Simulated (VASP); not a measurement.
The system is CsSnBr3.

```
Cs Sn Br
1.0
     5.90736    0.00000    0.00000
     0.00000    5.90736    0.00000
     0.00000    0.00000    5.90736
Cs Sn Br
1 1 3
Direct
  0.00000 0.00000 0.00000
  0.50000 0.50000 0.50000
  0.50000 0.50000 0.00000
  0.50000 0.00000 0.50000
  0.00000 0.50000 0.50000
```

```yaml
Program: VASP 6.6.1
Task: relaxation of cell and atoms
Functional: r2SCAN
Potentials_or_basis: VASP PAW PBE potentials, release 64 (Cs_sv, Sn_d, Br)
Cutoff: 550 eV
k_mesh: 4 × 4 × 4
Occupations: fermi-dirac, width 0.02 eV
Spin: no spin polarisation
```

At the start: pressure -0.7 GPa; volume 41.23 Å³/atom.

Q: How do energy, volume and symmetry change on relaxing?

A: Over 3 steps the energy falls by 2.9 meV/atom and the volume is 39.90 Å³/atom (-3.2 %); space group Pm-3m (No. 221, to 0.1 Å) before and after.

Step by step:
| step | energy change (eV) | largest force (eV/Å) | pressure (GPa) | volume (Å³) |
| --- | --- | --- | --- | --- |
| 1 | 0.0000 | 0.0000 | -0.68 | 206.15 |
| 2 | -0.0138 | 0.0000 | -0.17 | 200.99 |
| 3 | -0.0146 | 0.0000 | 0.00 | 199.49 |

Final structure:
```
Cs Sn Br
1.0
     5.84309    0.00000    0.00000
     0.00000    5.84309    0.00000
     0.00000    0.00000    5.84309
Cs Sn Br
1 1 3
Direct
  0.00000 0.00000 0.00000
  0.50000 0.50000 0.50000
  0.50000 0.50000 0.00000
  0.50000 0.00000 0.50000
  0.00000 0.50000 0.50000
```

Caveat: the PAW data sets were made with another functional, which shifts forces and pressure a little.
